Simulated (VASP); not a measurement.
Here is a VASP 6.6.1 calculation.

Contents of INCAR:

```
SYSTEM = KCd2Os3
PREC = Accurate
ENCUT = 520
EDIFF = 1E-6
ISMEAR = 0
SIGMA = 0.1
LREAL = .FALSE.
LASPH = .TRUE.
NELM = 60
ALGO = Normal
ISIF = 2
LWAVE = .FALSE.
LCHARG = .FALSE.
GGA = PE
NBANDS = 38
```

File KPOINTS:

```
Automatic mesh
0
G
  3 3 6
  0 0 0
```

File POSCAR:

```
KCd2Os3
1.0
    5.3364587943      0.0000000000      0.0000000000
   -2.6682293971      4.6215088821      0.0000000000
    0.0000000000      0.0000000000      4.8229142481
K Cd Os
1 2 3
Direct
    0.0000000000      0.0000000000      0.0000000000
    0.3333333333      0.6666666667      0.0000000000
    0.6666666667      0.3333333333      0.0000000000
    0.5000000000      0.0000000000      0.5000000000
    0.5000000000      0.5000000000      0.5000000000
    0.0000000000      0.5000000000      0.5000000000
```

Potentials or basis: VASP PAW PBE potentials, release 64 (K_sv, Cd, Os).

Launch:

```sh
$ cat potpaw_PBE.64/K_sv/POTCAR potpaw_PBE.64/Cd/POTCAR potpaw_PBE.64/Os/POTCAR > POTCAR
$ mpirun -np 1 vasp_std > vasp.out
```

(1) Predict the band gap on the k mesh.

(2) Estimate the pressure.

Results:

(1) zero (an odd number of electrons rules out a gap without spin polarisation).

(2) 0.2 GPa.

Caveat: the k points lie up to 0.45 Å⁻¹ apart, too coarse for converged energies and pressures of a metal; spin-orbit coupling is left out, which moves the levels of the heavy elements.
